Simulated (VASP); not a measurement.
A run of VASP 6.6.1 is set up as follows.

The input INCAR:

```
SYSTEM = BaTiO3
PREC = Accurate ; ENCUT = 520
EDIFF = 1E-7 ; ISMEAR = 0
SIGMA = 0.02 ; LREAL = .FALSE.
LASPH = .TRUE. ; NELM = 100
ALGO = Normal ; ISIF = 2
LWAVE = .FALSE. ; LCHARG = .TRUE.
GGA = PE ; LELF = .TRUE.
LVHAR = .TRUE. ; NBANDS = 28
```

KPOINTS

```
regular mesh
0
G
  8 8 8
  0 0 0
```

File POSCAR:

```
BaTiO3
1.0
    4.0594434436      0.0000000000      0.0000000000
    0.0000000000      4.0594434436      0.0000000000
    0.0000000000      0.0000000000      3.9909455962
Ba Ti O
1 1 3
Direct
    0.5000000000      0.5000000000      0.5000000000
    0.0000000000      0.0000000000      0.0000000000
    0.5000000000      0.0000000000      0.0000000000
    0.0000000000      0.5000000000      0.0000000000
    0.0000000000      0.0000000000      0.5000000000
```

Potentials or basis: VASP PAW PBE potentials, release 64 (Ba_sv, Ti_sv, O).

Launch:

```bash
$ cat potpaw_PBE.64/Ba_sv/POTCAR potpaw_PBE.64/Ti_sv/POTCAR potpaw_PBE.64/O/POTCAR > POTCAR
$ mpirun -np 1 vasp_std > vasp.out
```

Predict the pressure.

-0.3 GPa.

What does it give for the band gap on the k mesh?

1.66 eV (least direct gap 1.83 eV).

Stress tensor (GPa, compression positive):
```
-1.34  0.00  0.00
 0.00 -1.34  0.00
 0.00  0.00  1.70
```

Caveat: the cell differs from its parent crystal (biaxial strain in the a-b plane: +1.0 %, then relaxed in part); spin-orbit coupling is left out, which moves the levels of the heavy elements. A k mesh can miss the band edges.
